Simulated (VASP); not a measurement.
# Ti in VASP: a series of runs

The runs below take Ti through single point, with PBEsol.

Everything below comes from runs of VASP 6.6.1. Logs are shortened: lines on timing, memory, paths and dates and some standing lists are left out, and cuts for length are marked.

## Step 1: The cell of the first run

It takes space group Cc (No. 9, monoclinic). Conventional cell: a = 5.023 Å, b = 2.900 Å, c = 9.182 Å, α = 90.00°, β = 90.00°, γ = 90.00°. Within 3.6 Å of Ti (site symmetry 1) lie 12 Ti at 2.76 to 2.93 Å. Ti (site symmetry 1) has 12 Ti at 2.76 to 2.93 Å within 3.6 Å.

## Step 2: Single point, PBEsol (atoms displaced along several vibrational modes)

File INCAR:

```
ALGO     = Fast           # electronic algorithm
EDIFF    = 1E-6           # SCF threshold, eV
ENCUT    = 520            # plane-wave cutoff, eV
GGA      = PS             # functional
ISIF     = 2              # what is computed and relaxed
ISMEAR   = 0              # smearing method
LASPH    = T              # aspherical terms in the spheres
LCHARG   = F              # write CHGCAR
LREAL    = F              # projectors in reciprocal space
LWAVE    = F              # write WAVECAR
NBANDS   = 32             # bands
NELM     = 100            # most SCF steps
PREC     = Accurate       # precision mode
SIGMA    = 0.15           # smearing width, eV
```

File KPOINTS:

```
k-points
0
Gamma
  18 18 6
```

File POSCAR:

```
Ti
1.0
    2.9001878206      0.0000000000      0.0000000000
   -1.4500939103      2.5116363284      0.0000000000
    0.0000000000      0.0000000000      9.1816218367
Ti
4
Direct
    0.2896809881      0.6666666667      0.1250000000
    0.3769856786      0.6666666667      0.6250000000
    0.6521158849      0.3333333333      0.3750000000
    0.6812174484      0.3333333333      0.8750000000
```

Potentials or basis: VASP PAW PBE potentials, release 64 (Ti_sv).

On the command line:

```bash
cat potpaw_PBE.64/Ti_sv/POTCAR > POTCAR
mpirun -np 1 vasp_std > vasp.out
```

OUTCAR:

```text
EDIFF = 1E-6
   ENCUT = 520
   GGA = PS
   ISIF = 2
   ISMEAR = 0
   LASPH = T
   LREAL = F
   NELM = 100
   PREC = Accurate

 ion  position               nearest neighbor table
   1  0.290  0.667  0.125-   4 2.76   3 2.80   3 2.84   4 2.85   3 2.89
   2  0.377  0.667  0.625-   3 2.76   4 2.80   4 2.84   3 2.85   4 2.89
   3  0.652  0.333  0.375-   2 2.76   1 2.80   1 2.84   2 2.85   1 2.89
   4  0.681  0.333  0.875-   1 2.76   2 2.80   2 2.84   1 2.85   2 2.89

  LATTYP: Found a hexagonal cell.
 ALAT       =     2.9001878206
 C/A-ratio  =     3.1658714555

  Lattice vectors:

 A1 = (   2.9001878206,   0.0000000000,   0.0000000000)
 A2 = (  -1.4500939103,   2.5116363284,   0.0000000000)
 A3 = (   0.0000000000,   0.0000000000,   9.1816218367)

Analysis of symmetry for initial positions (statically):
=====================================================================
 Subroutine PRICEL returns:
 Original cell was already a primitive cell.

 Routine SETGRP: Setting up the symmetry group for a
 hexagonal supercell.

 Subroutine GETGRP returns: Found  2 space group operations
 (whereof  1 operations were pure point group operations)
 out of a pool of 24 trial point group operations.

The static configuration has the point symmetry C_1 .
 The point group associated with its full space group is C_1h.

Analysis of symmetry for dynamics (positions and initial velocities):
=====================================================================
 Subroutine PRICEL returns:
 Original cell was already a primitive cell.

 Routine SETGRP: Setting up the symmetry group for a
 hexagonal supercell.

 Subroutine GETGRP returns: Found  2 space group operations
 (whereof  1 operations were pure point group operations)
 out of a pool of 24 trial point group operations.

The dynamic configuration has the point symmetry C_1 .
 The point group associated with its full space group is C_1h.

 Subroutine INISYM returns: Found  2 space group operations
 (whereof  1 operations are pure point group operations),
 and found     1 'primitive' translations

----------------------------------------------------------------------------------------

                                     Primitive cell

  volume of cell :      66.8809

  direct lattice vectors                    reciprocal lattice vectors
     2.900187821  0.000000000  0.000000000     0.344805255  0.199073407  0.000000000
    -1.450093910  2.511636328  0.000000000     0.000000000  0.398146813  0.000000000
     0.000000000  0.000000000  9.181621837     0.000000000  0.000000000  0.108913220

  length of vectors
     2.900187821  2.900187821  9.181621837     0.398146813  0.398146813  0.108913220

  position of ions in fractional coordinates (direct lattice)
     0.289680988  0.666666667  0.125000000
     0.376985679  0.666666667  0.625000000
     0.652115885  0.333333333  0.375000000
     0.681217448  0.333333333  0.875000000

  ion indices of the primitive-cell ions
   primitive index   ion index
                 1           1
                 2           2
                 3           3
                 4           4

----------------------------------------------------------------------------------------

 KPOINTS: k-points

Automatic generation of k-mesh.
 Grid dimensions read from file:
 generate k-points for:   18   18    6

 Generating k-lattice:

  Cartesian coordinates                     Fractional coordinates (reciprocal lattice)
     0.019155847  0.011059634  0.000000000     0.055555556 -0.000000000  0.000000000
     0.000000000  0.022119267  0.000000000     0.000000000  0.055555556  0.000000000
     0.000000000  0.000000000  0.018152203     0.000000000  0.000000000  0.166666667

  Length of vectors
     0.022119267  0.022119267  0.018152203

  Shift w.r.t. Gamma in fractional coordinates (k-lattice)
     0.000000000  0.000000000  0.000000000

 Subroutine IBZKPT returns following result:
 ===========================================

 Found    524 irreducible k-points:

 Following reciprocal coordinates:
            Coordinates               Weight
  0.000000  0.000000  0.000000      1.000000
  0.055556 -0.000000  0.000000      4.000000
  0.000000  0.055556  0.000000      2.000000
  0.111111 -0.000000  0.000000      4.000000
  0.000000  0.111111  0.000000      2.000000
  0.166667 -0.000000  0.000000      4.000000
[... 16 lines left out ...]
 -0.055556  0.166667  0.000000      4.000000
 -0.166667  0.111111  0.000000      4.000000
 [... further k-points ...]
   k-points           NKPTS =    524   k-points in BZ     NKDIM =    524   number of bands    NBANDS=     32
   number of dos      NEDOS =    301   number of ions     NIONS =      4
   total plane-waves  NPLWV =  40320
   dimension x,y,z NGX =    24 NGY =   24 NGZ =   70
   dimension x,y,z NGXF=    48 NGYF=   48 NGZF=  140
   ions per type =               4
   NGX,Y,Z   is equivalent  to a cutoff of  13.76, 13.76, 12.67 a.u.
   NGXF,Y,Z  is equivalent  to a cutoff of  27.51, 27.51, 25.35 a.u.
 SYSTEM =  unknown system
   PREC   = accura    normal or accurate (medium, high low for compatibility)
   ISTART =      0    job   : 0-new  1-cont  2-samecut
   ICHARG =      2    charge: 1-file 2-atom 10-const
   ISPIN  =      1    spin polarized calculation?
   LNONCOLLINEAR =      F non collinear calculations
   LSORBIT =      F    spin-orbit coupling
   LASPH  =      T    aspherical Exc in radial PAW
   ENCUT  =  520.0 eV  38.22 Ry    6.18 a.u.   5.39  5.39 17.07*2*pi/ulx,y,z
   NELM   =    100;   NELMIN=  2; NELMDL= -5     # of ELM steps
   EDIFF  = 0.1E-05   stopping-criterion for ELM
   LREAL  =      F    real-space projection
   EDIFFG = 0.1E-04   stopping-criterion for IOM
   NSW    =      0    number of steps for IOM
[... 5 lines left out ...]
   TEBEG  =    0.0;   TEEND  =   0.0 temperature during run
   PSTRESS=    0.0 pullay stress
   NELECT =      48.0000    total number of electrons
   NUPDOWN=      -1.0000    fix difference up-down
   EMIN   =  10.00;   EMAX   =-10.00  energy-range for DOS
   EFERMI =   0.00;   METHOD = LEGACY
   ISMEAR =     0;   SIGMA  =   0.15  broadening in eV -4-tet -1-fermi 0-gaus
   EFERMI_NEDOS =   21; number of points for ismear=-14 and -15
   IALGO  =     68    algorithm
   IMIX   =      4    mixing-type and parameters
     AMIX     =   0.40;   BMIX     =  1.00
     AMIX_MAG =   1.60;   BMIX_MAG =  1.00
  volume/ion in A,a.u.               =      16.72       112.83
  Fermi-wavevector in a.u.,A,eV,Ry     =   1.465732  2.769831 29.230341  2.148369
  Thomas-Fermi vector in A             =   2.581554
   LORBIT       =      0    0 simple, 1 ext, 2 COOP (PROOUT), +10 PAW based schemes
   GGA     = PS    functional components
   LHFCALC =     F    Hartree Fock is set to
   AEXX    =    0.0000 exact exchange contribution
   IVDW    =     0    specifies the selected vdW correction
   LEPSILON=     F    determine dielectric tensor
   LRPA    =     F    only Hartree local field effects (RPA)
 non-spin polarized calculation
 RMM-DIIS sequential band-by-band and
 Gauss-broadening in eV      SIGMA  =   0.15
  energy-cutoff  :      520.00
  volume of cell :       66.88
 maximum number of plane-waves:      1847
 NGX is ok and might be reduce to    24
   NGX = 11   NGY = 11   NGZ = 35

 number of electron      48.0000005 magnetization

 Free energy of the ion-electron system (eV)
  ---------------------------------------------------
  ext. energy  EPLUGINS =         0.00000000
  ---------------------------------------------------
  free energy    TOTEN  =       -33.35564102 eV

  energy without entropy =      -33.30908926  energy(sigma->0) =      -33.33236514

 E-fermi :   8.5966     XC(G=0): -11.8173

 val. band max:        8.5963037095   @ k =   0.3333   0.2778   0.3333
 cond. band min:       8.5968862186   @ k =   0.1667   0.5000   0.1667
 fundamental gap:      0.0005825090
 Fermi energy:         8.5965565102

 k-point     1 :       0.0000    0.0000    0.0000
  band No.  band energies     occupation
      1     -47.9461      2.00000
      2     -47.8671      2.00000
      3     -47.8608      2.00000
      4     -47.7804      2.00000
      5     -24.6863      2.00000
      6     -24.2880      2.00000
[... 24 lines left out ...]
     31       9.9460      0.00000
     32       9.9486      0.00000

 k-point     2 :       0.0556   -0.0000    0.0000
  band No.  band energies     occupation
      1     -47.9425      2.00000
      2     -47.8646      2.00000
      3     -47.8582      2.00000
      4     -47.7790      2.00000
      5     -24.6786      2.00000
      6     -24.2903      2.00000
[... 24 lines left out ...]
     31       9.9053      0.00000
     32      10.0042      0.00000

 k-point     3 :       0.0000    0.0556    0.0000
  band No.  band energies     occupation
      1     -47.9425      2.00000
      2     -47.8646      2.00000
      3     -47.8582      2.00000
      4     -47.7790      2.00000
      5     -24.6785      2.00000
      6     -24.2905      2.00000
[... 24 lines left out ...]
     31       9.8992      0.00000
     32      10.0046      0.00000

 k-point     4 :       0.1111   -0.0000    0.0000
  band No.  band energies     occupation
      1     -47.9320      2.00000
      2     -47.8572      2.00000
      3     -47.8508      2.00000
      4     -47.7749      2.00000
      5     -24.6560      2.00000
      6     -24.2988      2.00000
[... 24 lines left out ...]
     31       9.9718      0.00000
     32      10.1364      0.00000

 k-point     5 :       0.0000    0.1111    0.0000
  band No.  band energies     occupation
      1     -47.9319      2.00000
      2     -47.8572      2.00000
      3     -47.8508      2.00000
      4     -47.7749      2.00000
      5     -24.6556      2.00000
      6     -24.2995      2.00000
[... 584 lines left out ...]
     31       9.8640      0.00000
     32      10.1186      0.00000

 k-point    22 :       0.1111    0.0556    0.0000
  band No.  band energies     occupation
      1     -47.9219      2.00000
      2     -47.8503      2.00000
      3     -47.8439      2.00000
      4     -47.7712      2.00000
      5     -24.6339      2.00000
      6     -24.3100      2.00000
[... 24 lines left out ...]
     31       9.9146      0.00000
     32      10.0889      0.00000

 k-point    23 :      -0.0556    0.1667    0.0000
  band No.  band energies     occupation
      1     -47.9219      2.00000
      2     -47.8503      2.00000
      3     -47.8439      2.00000
      4     -47.7712      2.00000
      5     -24.6335      2.00000
      6     -24.3105      2.00000
[... 24 lines left out ...]
     31       9.9067      0.00000
     32      10.1311      0.00000

 k-point    24 :      -0.1667    0.1111    0.0000
  band No.  band energies     occupation
      1     -47.9220      2.00000
      2     -47.8503      2.00000
      3     -47.8439      2.00000
      4     -47.7711      2.00000
      5     -24.6345      2.00000
      6     -24.3091      2.00000
[... 24 lines left out ...]
     31       9.8981      0.00000
     32      10.0866      0.00000

 [... further k-points ...]

------------------------ aborting loop because EDIFF is reached ----------------------------------------

  FORCE on cell =-STRESS in cart. coord.  units (eV):
  Direction    XX          YY          ZZ          XY          YZ          ZX
  --------------------------------------------------------------------------------------
  -------------------------------------------------------------------------------------
  Total       -0.1158926     -0.2256998     -0.1069283      0.0000000      0.0297419      0.0000000
  in kB       -2.7762851     -5.4067901     -2.5615379      0.0000000      0.7124880      0.0000000
  external PRESSURE =      -3.5815377 kB  Pullay stress =       0.0000000 kB

 VOLUME and BASIS-vectors are now :
 -----------------------------------------------------------------------------
  energy-cutoff  :      520.00
  volume of cell :       66.88
      direct lattice vectors                 reciprocal lattice vectors
     2.900187821  0.000000000  0.000000000     0.344805255  0.199073407  0.000000000
    -1.450093910  2.511636328  0.000000000     0.000000000  0.398146813  0.000000000
     0.000000000  0.000000000  9.181621837     0.000000000  0.000000000  0.108913220

 POSITION                                       TOTAL-FORCE (eV/Angst)
 -----------------------------------------------------------------------------------
     -0.12660      1.67442      1.14770         0.178040      0.006728      0.016184
      0.12660      1.67442      5.73851        -0.178040      0.006728      0.016184
      1.40789      0.83721      3.44311         0.058514     -0.006728     -0.016184
      1.49229      0.83721      8.03392        -0.058514     -0.006728     -0.016184
 -----------------------------------------------------------------------------------
    total drift:                                0.000000     -0.000017      0.000007

  FREE ENERGIE OF THE ION-ELECTRON SYSTEM (eV)
  ---------------------------------------------------
  free  energy   TOTEN  =       -33.3556410175 eV

  energy  without entropy=      -33.3090892626  energy(sigma->0) =      -33.33236514
```

Wall time 32 min (1 thread of Intel Xeon 6975P-C (Granite Rapids), shared host); peak memory 0.82 GiB.

Results:

| Item | Value |
| --- | --- |
| Free energy | -33.3556 eV |
| Pressure | -0.4 GPa |
| Largest force | 0.179 eV/Å |
| Band gap on the k mesh | zero (bands 24 and 25 overlap by 1.06 eV) |

Forces in eV/Å, atoms in the order of the input:
```
Ti   0.178  0.007  0.016
Ti  -0.178  0.007  0.016
Ti   0.059 -0.007 -0.016
Ti  -0.059 -0.007 -0.016
```

Stress tensor (GPa, compression positive):
```
-0.28  0.00  0.00
 0.00 -0.54  0.07
 0.00  0.07 -0.26
```

Caveat: the cell differs from its parent crystal (atoms displaced along several vibrational modes); the PAW data sets were made with another functional, which shifts forces and pressure a little.

## Step 3: Single point, PBEsol (atoms displaced along a vibrational mode)

File INCAR:

```
SYSTEM = Ti
PREC     = Accurate       ! precision mode
ENCUT    = 520            ! plane-wave cutoff, eV
EDIFF    = 1E-6           ! SCF threshold, eV
ISMEAR   = 0              ! smearing method
SIGMA    = 0.15           ! smearing width, eV
LREAL    = .FALSE.        ! projectors in reciprocal space
LASPH    = .TRUE.         ! aspherical terms in the spheres
NELM     = 60             ! most SCF steps
ALGO     = Fast           ! electronic algorithm
ISIF     = 2              ! what is computed and relaxed
LWAVE    = .FALSE.        ! write WAVECAR
LCHARG   = .FALSE.        ! write CHGCAR
GGA      = PS             ! functional
NBANDS   = 32             ! bands
```

File KPOINTS:

```
regular mesh
0
G
  18 18 6
  0 0 0
```

File POSCAR:

```
Ti
1.0
    2.9001878206      0.0000000000      0.0000000000
   -1.4500939103      2.5116363284      0.0000000000
    0.0000000000      0.0000000000      9.1816218367
Ti
4
Direct
    0.3042317698      0.6666666667      0.1250000000
    0.3624348968      0.6666666667      0.6250000000
    0.6666666667      0.3333333333      0.3750000000
    0.6666666667      0.3333333333      0.8750000000
```

Potentials or basis: VASP PAW PBE potentials, release 64 (Ti_sv).

On the command line:

```bash
cat potpaw_PBE.64/Ti_sv/POTCAR > POTCAR
mpirun -np 1 vasp_std > vasp.out
```

It took 72 min on 1 thread of Intel Xeon 8259CL, shared host; peak memory 0.63 GiB.

It converged, with:

```yaml
Free_energy: -33.3705 eV
Pressure: -0.3 GPa
Largest_force: 0.116 eV/Å
Band_gap_on_the_k_mesh: zero (bands 24 and 25 overlap by 1.04 eV)
```

Forces in eV/Å, atoms in the order of the input:
```
Ti   0.116  0.003  0.000
Ti  -0.116  0.003  0.000
Ti   0.000 -0.003  0.000
Ti   0.000 -0.003  0.000
```

Stress tensor (GPa, compression positive):
```
-0.28  0.00  0.00
 0.00 -0.39  0.00
 0.00  0.00 -0.30
```

Levels at points of the mesh, in eV from the Fermi level:
| k point | band 21 | band 22 | band 23 | band 24 | band 25 | band 26 | band 27 | band 28 |
| --- | --- | --- | --- | --- | --- | --- | --- | --- |
| (0.00, 0.00, 0.00) | 0.08 | 0.09 | 0.65 | 0.70 | 0.70 | 0.71 | 0.80 | 0.82 |
| (0.50, 0.00, 0.00) | -1.95 | -0.86 | -0.85 | -0.56 | 0.49 | 0.63 | 1.21 | 1.46 |
| (0.00, 0.50, 0.00) | -1.94 | -0.87 | -0.85 | -0.57 | 0.52 | 0.67 | 1.17 | 1.45 |
| (0.00, 0.00, 0.50) | 0.22 | 0.22 | 0.60 | 0.60 | 0.64 | 0.64 | 0.67 | 0.67 |
| (0.50, 0.00, 0.50) | -1.16 | -1.13 | -1.03 | -1.02 | 0.78 | 0.84 | 0.98 | 1.08 |
| (0.00, 0.50, 0.50) | -1.10 | -1.10 | -1.08 | -1.08 | 0.76 | 0.76 | 1.10 | 1.10 |

Caveat: the cell differs from its parent crystal (atoms displaced along a vibrational mode); the PAW data sets were made with another functional, which shifts forces and pressure a little.
